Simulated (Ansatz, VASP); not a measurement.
One calculation of Sb, two programs

Contents of POSCAR:

```
Sb
1.0
    3.1014456505      0.0000000000      0.0000000000
    0.0000000000      4.3183391477      0.0000000000
   -0.0386538176      0.0000000000      4.3762816325
Sb
2
Direct
    0.0113890000      0.2500000000      0.2411660000
    0.9886110000      0.7500000000      0.7588340000
```

File INCAR.step1:

```
PREC = Accurate
ENCUT = 520
ISMEAR = -1
SIGMA = 0.05
LREAL = F
LASPH = T
NELM = 100
NBANDS = 12
GGA = PE
ALGO = Normal
EDIFF = 1E-4
LWAVE = T
LCHARG = F
```

File INCAR.step2:

```
PREC = Accurate
ENCUT = 520
EDIFF = 1E-6
ISMEAR = -1
SIGMA = 0.05
LREAL = F
LASPH = T
NELM = 100
ALGO = Normal
ISIF = 2
LWAVE = F
LCHARG = F
METAGGA = R2SCAN
LMIXTAU = T
NBANDS = 12
ISTART = 1
```

The input KPOINTS:

```
Automatic mesh
0
Gamma
  9 6 6
```

input.yaml

```yaml
crystal:
  lattice:
    - [3.1014456505, 0.0, 0.0]
    - [0.0, 4.3183391477, 0.0]
    - [-0.0386538176, 0.0, 4.3762816325]
  atoms:
    - { symbol: Sb, position: [0.011389, 0.25, 0.241166] }
    - { symbol: Sb, position: [0.988611, 0.75, 0.758834] }
hamiltonian:
  xc: r2scan
  pseudopotentials: { kind: paw }
kpoints:
  mp_grid: { grid: [9, 6, 6] }
scf:
  occupations: { method: fermi_dirac, width: 0.05 }
output:
  forces: true
  stress: true
  eigenvalues: true
```

Alike in both runs: task single point; functional r2SCAN; k mesh 9 × 6 × 6; occupations fermi-dirac, width 0.05 eV; no spin polarisation.

|  | VASP | Ansatz |
| --- | --- | --- |
| version | VASP 6.6.1 | Ansatz 0.2.0 |
| potentials or method | VASP PAW PBE potentials, release 64 (Sb) | Ansatz PAW |
| plane-wave cutoff (eV) | 520 | 500 |
| valence electrons in the cell | 10 | 30 |

|  | VASP | Ansatz | Ansatz less VASP |
| --- | --- | --- | --- |
| gap on the k mesh at the Fermi level (eV) | none | none | - |
| pressure (GPa) | 0.4 | 0.3 | -0.05 |
| traceless stress, the component that is largest in VASP (GPa) | 0.20 | 0.20 | +0.005 |
| rms of the force components (eV/Å) | 0.041 | 0.038 | -0.0034 |

VASP's potentials were made for PBE, not for r2SCAN. Atom by atom the forces differ by 0.005 eV/Å (rms over components). A gap of «none» marks a metal or a gap that the smearing closes. The functional is the same, so the differences come from potentials, cutoffs and numerics. VASP's potentials hold 10 valence electrons a cell and Ansatz's 30, so a difference there can come from the potentials and not from the codes.

Neither program's run includes spin-orbit coupling.
